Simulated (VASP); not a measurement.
A run of VASP 6.6.1 is set up as follows.

The input INCAR:

```
PREC = Accurate
ENCUT = 1300
EDIFF = 1E-6
ISMEAR = -1
SIGMA = 0.05
LREAL = F
LASPH = T
NELM = 120
ALGO = Normal
ISIF = 2
LWAVE = F
LCHARG = F
NBANDS = 23
GGA_COMPAT = F
```

The input KPOINTS:

```
Automatic mesh
0
Gamma
  7 7 7
```

POSCAR

```
Mo2C
1.0
    0.0000000000      2.6290721520      2.6290721520
    2.6290721520      0.0000000000      2.6290721520
    2.6290721520      2.6290721520      0.0000000000
C Mo
1 2
Direct
    0.0000000000      0.0000000000      0.0000000000
    0.2500000000      0.2500000000      0.2500000000
    0.7500000000      0.7500000000      0.7500000000
```

Potentials or basis: VASP PAW LDA potentials, release 64 (C_h, Mo_sv).

Run with:

```bash
$ cat potpaw_LDA.64/C_h/POTCAR potpaw_LDA.64/Mo_sv/POTCAR > POTCAR
$ mpirun -np 1 vasp_std > vasp.out
```

(1) Estimate the pressure.

(2) Estimate the band gap on the k mesh.

Results:

(1) 1.3 GPa.

(2) zero (bands 16 and 17 overlap by 3.58 eV).
